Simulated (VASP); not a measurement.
Set up this calculation in VASP 6.6.1, as the native input.

- Task: single point
- Functional: PBEsol
- Potentials or basis: VASP PAW PBE potentials, release 64 (K_sv, Cl)
- Cutoff: 520 eV
- k mesh: 6 × 6 × 6
- Occupations: gaussian, width 0.05 eV
- Spin: no spin polarisation
- Dipole correction: no
- Further INCAR settings: ALGO = Normal; EDIFF = 1e-06; NBANDS = 15

The structure of KCl lies in POSCAR:

```
KCl
1.0
    0.0000000000      3.2823440000      3.0298560000
    3.2823440000      0.0000000000      3.0298560000
    3.2823440000      3.2823440000      0.0000000000
K Cl
1 1
Direct
    0.0000000000      0.0000000000      0.0000000000
    0.5000000000      0.5000000000      0.5000000000
```

This cell differs from its parent crystal: strain +0.040 along x and y, -0.040 along z.

One way to write it, as run:

INCAR

```
ALGO     = Normal         # electronic algorithm
EDIFF    = 1E-6           # SCF threshold, eV
ENCUT    = 520            # plane-wave cutoff, eV
GGA      = PS             # functional
ISIF     = 2              # what is computed and relaxed
ISMEAR   = 0              # smearing method
LASPH    = T              # aspherical terms in the spheres
LCHARG   = T              # write CHGCAR
LELF     = T              # ELF
LREAL    = F              # projectors in reciprocal space
LVHAR    = T            
LWAVE    = F              # write WAVECAR
NBANDS   = 15             # bands
NELM     = 80             # most SCF steps
PREC     = Accurate       # precision mode
SIGMA    = 0.05           # smearing width, eV
```

KPOINTS

```
k-points
0
Gamma
  6 6 6
```

Potentials or basis: VASP PAW PBE potentials, release 64 (K_sv, Cl).

Launch:

```sh
$ cat potpaw_PBE.64/K_sv/POTCAR potpaw_PBE.64/Cl/POTCAR > POTCAR
$ mpirun -np 1 vasp_std > vasp.out
```

Results of the run:

```yaml
Pressure: -0.7 GPa
Band_gap_on_the_k_mesh: 4.83 eV, direct
```

Caveat: the cell differs from its parent crystal (strain +0.040 along x and y, -0.040 along z); the PAW data sets were made with another functional, which shifts forces and pressure a little.

Wall time 27 s on 1 thread of Intel(R) Xeon(R) Platinum 8488C (Sapphire Rapids) (shared host), peak memory 0.2 GiB.
